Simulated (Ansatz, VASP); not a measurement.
**Fe3PdC in VASP and in Ansatz**

INCAR

```
ALGO = Normal
EDIFF = 1E-6
ENCUT = 600
GGA = PE
GGA_COMPAT = False
ISIF = 2
ISMEAR = 0
ISPIN = 2
LASPH = True
LCHARG = True
LELF = True
LMAXMIX = 4
LORBIT = 11
LREAL = False
LVHAR = True
LWAVE = False
MAGMOM = 0 0 3 3 3
NBANDS = 31
NELM = 200
PREC = Accurate
SIGMA = 0.1
```

File KPOINTS:

```
k-points
0
Gamma
  6 6 6
```

Contents of POSCAR:

```
Fe3PdC
1.0
    3.8152184767      0.0000000000      0.0000000000
    0.0000000000      3.8152184767      0.0000000000
    0.0000000000      0.0000000000      3.8152184767
Pd C Fe
1 1 3
Direct
    0.0000000000      0.0000000000      0.0000000000
    0.5000000000      0.5000000000      0.5000000000
    0.5000000000      0.5000000000      0.0000000000
    0.5000000000      0.0000000000      0.5000000000
    0.0000000000      0.5000000000      0.5000000000
```

Input for Ansatz:

```yaml
crystal:
  lattice:
    - [3.8152184767, 0.0, 0.0]
    - [0.0, 3.8152184767, 0.0]
    - [0.0, 0.0, 3.8152184767]
  atoms:
    - { symbol: Pd, position: [0.0, 0.0, 0.0] }
    - { symbol: C, position: [0.5, 0.5, 0.5] }
    - { symbol: Fe, position: [0.5, 0.5, 0.0], spin: 3.0 }
    - { symbol: Fe, position: [0.5, 0.0, 0.5], spin: 3.0 }
    - { symbol: Fe, position: [0.0, 0.5, 0.5], spin: 3.0 }
basis:
  ecutwfc: 420
kpoints:
  mp_grid: { grid: [6, 6, 6] }
hamiltonian:
  xc: pbe
scf:
  occupations: { method: gaussian, width: 0.1 }
  lower_state_search: "off"
output:
  forces: true
  stress: true
  eigenvalues: true
  populations: true
magnetization:
  spin_polarized: true
```

Alike in both runs: task single point; functional PBE; k mesh 6 × 6 × 6; occupations gaussian, width 0.1 eV; collinear spin.

|  | VASP | Ansatz |
| --- | --- | --- |
| version | VASP 6.6.1 | Ansatz 0.2.0 |
| potentials or method | VASP PAW PBE potentials, release 64 (Pd, C, Fe), cutoff 600 eV | scalar-relativistic, plane waves, PAW |
| valence electrons in the cell | 38 | 70 |

|  | VASP | Ansatz | Ansatz less VASP |
| --- | --- | --- | --- |
| gap on the k mesh at the Fermi level (eV) | none | none | - |
| pressure (GPa) | 4.6 | 4.2 | -0.34 |
| net moment per atom (μB) | 1.37 | 1.38 | +0.006 |
| size of the moment on the site where the two differ most (μB) | 2.20 | 2.05 | -0.148 |

Site moments also hang on the region over which each program counts them. A gap of «none» marks a metal or a gap that the smearing closes. VASP's potentials hold 38 valence electrons a cell and Ansatz's 70, so a difference there can come from the potentials and not from the codes.
